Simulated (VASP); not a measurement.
Write the native input for VASP 6.6.1 that does the following.

| Quantity | Value |
| --- | --- |
| Task | relaxation of cell and atoms |
| Functional | PBE |
| Potentials or basis | VASP PAW PBE potentials, release 64 (Ga_d, Sb, As) |
| Cutoff | 600 eV |
| k mesh | 4 × 4 × 4 |
| Occupations | gaussian, width 0.1 eV |
| Spin | no spin polarisation |
| Dipole correction | no |
| Further INCAR settings | ALGO = Normal; EDIFF = 1e-07; IBRION = 2; EDIFFG = -0.04; NSW = 90; ISIF = 3 |

The structure of Ga4Sb3As lies in POSCAR:

```
Ga4Sb3As
1.0
    5.7322454400      0.0000000000      0.0000000000
    0.0000000000      5.7322454400      0.0000000000
    0.0000000000      0.0000000000      5.7322454400
Ga Sb As
4 3 1
Direct
    0.2500000000      0.7500000000      0.2500000000
    0.2500000000      0.2500000000      0.7500000000
    0.7500000000      0.7500000000      0.7500000000
    0.7500000000      0.2500000000      0.2500000000
    0.5000000000      0.0000000000      0.0000000000
    0.0000000000      0.0000000000      0.5000000000
    0.0000000000      0.5000000000      0.0000000000
    0.5000000000      0.5000000000      0.5000000000
```

These files were run (other wordings do the same):

INCAR

```
SYSTEM = Ga4Sb3As
ALGO     = Normal         ! electronic algorithm
EDIFF    = 1E-7           ! SCF threshold, eV
EDIFFG   = -0.04          ! ionic threshold
ENCUT    = 600            ! plane-wave cutoff, eV
GGA      = PE             ! functional
IBRION   = 2              ! ionic algorithm
ISIF     = 3              ! what is computed and relaxed
ISMEAR   = 0              ! smearing method
LASPH    = .TRUE.         ! aspherical terms in the spheres
LCHARG   = .FALSE.        ! write CHGCAR
LREAL    = .FALSE.        ! projectors in reciprocal space
LWAVE    = .FALSE.        ! write WAVECAR
NELM     = 100            ! most SCF steps
NSW      = 90             ! ionic steps
PREC     = Accurate       ! precision mode
SIGMA    = 0.1            ! smearing width, eV
```

KPOINTS

```
k-points
0
G
  4 4 4
  0 0 0
```

Potentials or basis: VASP PAW PBE potentials, release 64 (Ga_d, Sb, As).

Launch:

```bash
$ cat potpaw_PBE.64/Ga_d/POTCAR potpaw_PBE.64/Sb/POTCAR potpaw_PBE.64/As/POTCAR > POTCAR
$ mpirun -np 1 vasp_std > vasp.out
```

It gave:

```
Relaxed volume                        : 28.47 Å³/atom
Relaxed cell                          : a = 6.107 Å, b = 6.107 Å, c = 6.107 Å, α = 90.00°, β = 90.00°, γ = 90.00°
Space group after relaxing (to 0.1 Å) : P-43m (No. 215)
Energy gained by relaxing             : 212.6 meV/atom
Ionic steps                           : 6
Pressure after relaxing               : 0.0 GPa
Band gap on the k mesh                : zero (bands 36 and 37 overlap by 0.19 eV)
```

Caveat: the volume moved by over 15 % at a fixed basis, so the end points are rough; semilocal functionals underestimate gaps, so a narrow gap can read as zero; spin-orbit coupling is left out, which moves the levels of the heavy elements.

Wall time 8.6 min on 1 thread of AMD EPYC 7R13 Processor (Zen 3) (shared host), peak memory 0.37 GiB.
